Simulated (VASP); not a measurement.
# MnS (Fm-3m) in VASP: notebook, part 2 of 2

VASP 6.6.1. The steps go on from the part before.

## 3. Relaxation of cell and atoms, PBE+D3(BJ), collinear spin, ferromagnetic start

This run uses another cell than the first one, of 17.67 Å³/atom.

INCAR reads:

```
PREC = Accurate ; ENCUT = 600
EDIFF = 1E-6 ; ISMEAR = 0
SIGMA = 0.1 ; LREAL = F
LASPH = T ; NELM = 150
ALGO = Normal ; ISIF = 3
LWAVE = F ; LCHARG = F
ISPIN = 2 ; MAGMOM = 4.6 0.15
LORBIT = 11 ; LMAXMIX = 4
GGA = PE ; IVDW = 12
IBRION = 2 ; NSW = 90
EDIFFG = -0.02
```

KPOINTS reads:

```
Automatic mesh
0
Gamma
  12 12 12
```

POSCAR reads:

```
MnS
1.0
    0.0000000000      2.6045000000      2.6045000000
    2.6045000000      0.0000000000      2.6045000000
    2.6045000000      2.6045000000      0.0000000000
Mn S
1 1
Direct
    0.0000000000      0.0000000000      0.0000000000
    0.5000000000      0.5000000000      0.5000000000
```

Potentials or basis: VASP PAW PBE potentials, release 64 (Mn_pv, S).

Launch:

```bash
> cat potpaw_PBE.64/Mn_pv/POTCAR potpaw_PBE.64/S/POTCAR > POTCAR
> mpirun -np 1 vasp_std > vasp.out
```

OUTCAR:

```text
PREC = Accurate
   ENCUT = 600
   EDIFF = 1E-6
   ISMEAR = 0
   LREAL = F
   LASPH = T
   NELM = 150
   ISIF = 3
   ISPIN = 2
   LORBIT = 11
   GGA = PE
   IVDW = 12
   IBRION = 2
   NSW = 90
   EDIFFG = -0.02
 IVDW          = 12

 ion  position               nearest neighbor table
   1  0.000  0.000  0.000-   2 2.60   2 2.60   2 2.60   2 2.60   2 2.60   2 2.60
   2  0.500  0.500  0.500-   1 2.60   1 2.60   1 2.60   1 2.60   1 2.60   1 2.60

  LATTYP: Found a face centered cubic cell.
 ALAT       =     5.2090000000

  Lattice vectors:

 A1 = (   0.0000000000,   2.6045000000,   2.6045000000)
 A2 = (   2.6045000000,   0.0000000000,   2.6045000000)
 A3 = (   2.6045000000,   2.6045000000,   0.0000000000)

Analysis of symmetry for initial positions (statically):
=====================================================================
 Subroutine PRICEL returns:
 Original cell was already a primitive cell.

 Routine SETGRP: Setting up the symmetry group for a
 face centered cubic supercell.

 Subroutine GETGRP returns: Found 48 space group operations
 (whereof 48 operations were pure point group operations)
 out of a pool of 48 trial point group operations.

The static configuration has the point symmetry O_h .

Analysis of symmetry for dynamics (positions and initial velocities):
=====================================================================
 Subroutine PRICEL returns:
 Original cell was already a primitive cell.

 Routine SETGRP: Setting up the symmetry group for a
 face centered cubic supercell.

 Subroutine GETGRP returns: Found 48 space group operations
 (whereof 48 operations were pure point group operations)
 out of a pool of 48 trial point group operations.

The dynamic configuration has the point symmetry O_h .

Analysis of structural, dynamic, and magnetic symmetry:
=====================================================================
 Subroutine PRICEL returns:
 Original cell was already a primitive cell.

 Routine SETGRP: Setting up the symmetry group for a
 face centered cubic supercell.

 Subroutine GETGRP returns: Found 48 space group operations
 (whereof 48 operations were pure point group operations)
 out of a pool of 48 trial point group operations.

The overall configuration has the point symmetry O_h .

 Subroutine INISYM returns: Found 48 space group operations
 (whereof 48 operations are pure point group operations),
 and found     1 'primitive' translations

----------------------------------------------------------------------------------------

                                     Primitive cell

  volume of cell :      35.3348

  direct lattice vectors                    reciprocal lattice vectors
     0.000000000  2.604500000  2.604500000    -0.191975427  0.191975427  0.191975427
     2.604500000  0.000000000  2.604500000     0.191975427 -0.191975427  0.191975427
     2.604500000  2.604500000  0.000000000     0.191975427  0.191975427 -0.191975427

  length of vectors
     3.683319223  3.683319223  3.683319223     0.332511194  0.332511194  0.332511194

  position of ions in fractional coordinates (direct lattice)
     0.000000000  0.000000000  0.000000000
     0.500000000  0.500000000  0.500000000

  ion indices of the primitive-cell ions
   primitive index   ion index
                 1           1
                 2           2

----------------------------------------------------------------------------------------

 KPOINTS: Automatic mesh

Automatic generation of k-mesh.
[... 73 lines left out ...]
   ISYM   =      2    0-nonsym 1-usesym 2-fastsym
   POTIM  = 0.5000    time-step for ionic-motion
   TEBEG  =    0.0;   TEEND  =   0.0 temperature during run
   PSTRESS=    0.0 pullay stress
   NELECT =      19.0000    total number of electrons
   NUPDOWN=      -1.0000    fix difference up-down
   EMIN   =  10.00;   EMAX   =-10.00  energy-range for DOS
   EFERMI =   0.00;   METHOD = LEGACY
   ISMEAR =     0;   SIGMA  =   0.10  broadening in eV -4-tet -1-fermi 0-gaus
   EFERMI_NEDOS =   21; number of points for ismear=-14 and -15
   IALGO  =     38    algorithm
   IMIX   =      4    mixing-type and parameters
     AMIX     =   0.40;   BMIX     =  1.00
     AMIX_MAG =   1.60;   BMIX_MAG =  1.00
  volume/ion in A,a.u.               =      17.67       119.23
  Fermi-wavevector in a.u.,A,eV,Ry     =   1.331246  2.515690 24.112464  1.772216
  Thomas-Fermi vector in A             =   2.460272
   LORBIT       =     11    0 simple, 1 ext, 2 COOP (PROOUT), +10 PAW based schemes
   GGA     = PE    functional components
   LHFCALC =     F    Hartree Fock is set to
   AEXX    =    0.0000 exact exchange contribution
   IVDW    =    12    specifies the selected vdW correction
   LEPSILON=     F    determine dielectric tensor
   LRPA    =     F    only Hartree local field effects (RPA)
 conjugate gradient relaxation of ions
 spin polarized calculation
 Gauss-broadening in eV      SIGMA  =   0.10
  energy-cutoff  :      600.00
  volume of cell :       35.33
 maximum number of plane-waves:      1243
 NGX is ok and might be reduce to    30
   NGX = 15   NGY = 15   NGZ = 15

--------------------------------------- Ionic step        1  -------------------------------------------

 number of electron      19.0000008 magnetization       4.7142585

 Free energy of the ion-electron system (eV)
  ---------------------------------------------------
  ext. energy  EPLUGINS =         0.00000000
  ---------------------------------------------------
  free energy    TOTEN  =       -14.06468607 eV

  energy without entropy =      -14.05831535  energy(sigma->0) =      -14.06150071

------------------------ aborting loop because EDIFF is reached ----------------------------------------

 Edisp (eV)   -0.81707

 E8    (eV) :    -0.3373
[... 105 lines left out ...]
  FREE ENERGIE OF THE ION-ELECTRON SYSTEM (eV)
  ---------------------------------------------------
  free  energy   TOTEN  =       -14.8092789740 eV

  energy  without entropy=      -14.8040065972  energy(sigma->0) =      -14.80664279

[... ionic steps 4 to 7 ...]

--------------------------------------- Ionic step        8  -------------------------------------------

 number of electron      18.9999991 magnetization       4.3459082

------------------------ aborting loop because EDIFF is reached ----------------------------------------
[... 75 lines left out ...]
--------------------------------------- Ionic step       10  -------------------------------------------

 number of electron      18.9999991 magnetization       4.3385850

 Free energy of the ion-electron system (eV)
  ---------------------------------------------------
  ext. energy  EPLUGINS =         0.00000000
  ---------------------------------------------------
  free energy    TOTEN  =       -14.07726559 eV

  energy without entropy =      -14.07207451  energy(sigma->0) =      -14.07467005

 E-fermi :   7.9707     XC(G=0): -11.2117

 val. band max:        7.9598784109   @ k =   0.0833   0.0000   0.0000
 cond. band min:       7.9755779783   @ k =   0.4167   0.0833   0.0000
 fundamental gap:      0.0156995674
 Fermi energy:         7.9707451273

 spin component 1

 k-point     1 :       0.0000    0.0000    0.0000
  band No.  band energies     occupation
      1     -42.5903      1.00000
      2     -42.5903      1.00000
      3     -42.5903      1.00000
      4      -7.4604      1.00000
      5       4.5346      1.00000
      6       4.5346      1.00000
      7       4.5346      1.00000
      8       4.6432      1.00000
      9       4.6432      1.00000
     10       5.9056      1.00000
     11       5.9056      1.00000
     12       5.9056      1.00000
     13      10.5418      0.00000
     14      16.7853      0.00000
[... 403 lines left out ...]
      4      -5.7412      1.00000
      5       0.5427      1.00000
      6       2.4880      1.00000
      7       2.7500      1.00000
      8       5.1823      1.00000
      9       5.1937      1.00000
     10       5.5848      1.00000
     11       7.2246      1.00000
     12       8.2342      0.00010
     13      11.8111      0.00000
     14      13.5272      0.00000
     15      14.5169      0.00000

 [... further k-points ...]

 spin component 2

 k-point     1 :       0.0000    0.0000    0.0000
  band No.  band energies     occupation
      1     -38.3720      1.00000
      2     -38.3720      1.00000
      3     -38.3720      1.00000
      4      -7.1919      1.00000
      5       6.0928      1.00000
      6       6.0928      1.00000
      7       6.0928      1.00000
      8       7.8821      0.89497
      9       7.8821      0.89496
     10       7.8821      0.89496
     11       7.9858      0.41555
     12       7.9858      0.41555
     13      11.4384      0.00000
     14      17.8059      0.00000
[... 448 lines left out ...]
  FREE ENERGIE OF THE ION-ELECTRON SYSTEM (eV)
  ---------------------------------------------------
  free  energy   TOTEN  =       -14.9908432897 eV

  energy  without entropy=      -14.9856522171  energy(sigma->0) =      -14.98824775

 reached required accuracy - stopping structural energy minimisation

 total charge

# of ion       s       p       d       tot
------------------------------------------
    1        0.235   6.198   4.992  11.425
    2        1.329   2.416   0.000   3.745
--------------------------------------------------
tot          1.564   8.614   4.992  15.170

 magnetization (x)

# of ion       s       p       d       tot
------------------------------------------
    1        0.053   0.043   3.886   3.982
    2        0.027   0.046   0.000   0.073
--------------------------------------------------
tot          0.080   0.089   3.886   4.056
```

OSZICAR:

```text
N       E                     dE             d eps       ncg     rms          rms(c)
DAV:   1     0.151386236281E+03    0.15139E+03   -0.11564E+04  4336   0.145E+03
[... 98 lines left out ...]
   9 F= -.14990794E+02 E0= -.14988204E+02  d E =-.194329E-03  mag=     4.3407
       N       E                     dE             d eps       ncg     rms          rms(c)
DAV:   1    -0.140774500050E+02    0.24169E-03   -0.28574E-03  4320   0.804E-01    0.134E-01
DAV:   2    -0.140772903295E+02    0.15968E-03   -0.77427E-04  4320   0.469E-01    0.120E-01
DAV:   3    -0.140772694443E+02    0.20885E-04   -0.46859E-05  4476   0.115E-01    0.290E-02
DAV:   4    -0.140772660218E+02    0.34225E-05   -0.15847E-05  4614   0.253E-02    0.166E-02
DAV:   5    -0.140772655873E+02    0.43447E-06   -0.25360E-06  4104   0.209E-02
  10 F= -.14990843E+02 E0= -.14988248E+02  d E =-.243125E-03  mag=     4.3385
```

Wall time 4.1 min (1 thread of Intel Xeon 6975P-C (Granite Rapids), shared host); peak memory 0.26 GiB.

What came out:

```
Free energy                                           : -14.9908 eV
Relaxed volume                                        : 15.81 Å³/atom
Relaxed cell                                          : a = 3.550 Å, b = 3.550 Å, c = 3.550 Å, α = 60.00°, β = 60.00°, γ = 60.00°
Space group after relaxing (to 0.1 Å)                 : Fm-3m (No. 225)
Energy gained by relaxing                             : 54.5 meV/atom
Ionic steps                                           : 10
Pressure after relaxing                               : 0.1 GPa
Net moment                                            : 4.34 μB per cell
Site moments                                          : Mn +3.98; S +0.07 μB
Valence electrons inside the program's atomic spheres : Mn 11.43; S 3.75
Dispersion energy per atom                            : -0.457 eV
```

The path:
```tsv
step	energy change (eV)	largest force (eV/Å)	pressure (GPa)	volume (Å³)
1	0.0000	0.0000	-6.64	35.33
2	-0.1085	0.0000	-1.65	31.72
3	0.0725	0.0000	139.59	31.16
4	-0.1090	0.0000	-0.64	31.65
5	-0.1088	0.0000	1.91	31.58
6	-0.0955	0.0000	-3.55	32.46
7	-0.1064	0.0000	-2.44	31.88
8	-0.1086	0.0000	-1.64	31.71
9	-0.1090	0.0000	-0.58	31.65
10	-0.1091	0.0000	0.08	31.62
```

Final structure:
```yaml
crystal:
  lattice:
    - [0.00000, 2.50990, 2.50990]
    - [2.50990, 0.00000, 2.50990]
    - [2.50990, 2.50990, 0.00000]
  atoms:
    - { symbol: Mn, position: [0.00000, 0.00000, 0.00000] }
    - { symbol: S, position: [0.50000, 0.50000, 0.50000] }
```

Caveat: a cell with one magnetic atom can't hold antiferromagnetic order, which such compounds often take; semilocal functionals often make such compounds metallic where correlation or magnetic order opens a gap, which also shifts bond lengths.
